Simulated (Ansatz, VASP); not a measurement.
# MoSe: VASP beside Ansatz

```
Mo Se
1.0
     3.53335    0.00000    0.00000
     0.00000    3.53335    0.00000
     0.00000    0.00000    3.53335
Mo Se
1 1
Cartesian
  0.0000 0.0000 0.0000
  1.7667 1.7667 1.7667
```

Alike in both runs: functional PBE; k mesh 12 × 12 × 12; occupations gaussian, width 0.1 eV; collinear spin; Hubbard terms Mo d U = 4.38 eV.

Ansatz relaxed the structure, and its values are those at the end. VASP's run is a single point on that final structure, the one shown.

```csv
,VASP,Ansatz
version,VASP 6.6.1,Ansatz 0.2.0
potentials or method,"VASP PAW PBE potentials, release 64 (Mo_sv, Se), cutoff 520 eV","scalar-relativistic, plane waves, PAW"
valence electrons in the cell,20,30
```

|  | VASP | Ansatz | Ansatz less VASP |
| --- | --- | --- | --- |
| gap on the k mesh at the Fermi level (eV) | none | none | - |
| pressure (GPa) | -2.5 | 0.0 | +2.53 |
| net moment per atom (μB) | 2.00 | 2.00 | +0.002 |
| size of the moment on the site where the two differ most (μB) | 0.26 | 0.41 | +0.150 |

Site moments also hang on the region over which each program counts them. The programs project onto different local orbitals, so the same U acts differently, and such runs can settle in different states. A gap of «none» marks a metal or a gap that the smearing closes. VASP's potentials hold 20 valence electrons a cell and Ansatz's 30, so a difference there can come from the potentials and not from the codes. Ansatz's warnings: filled band counts differ across k points.
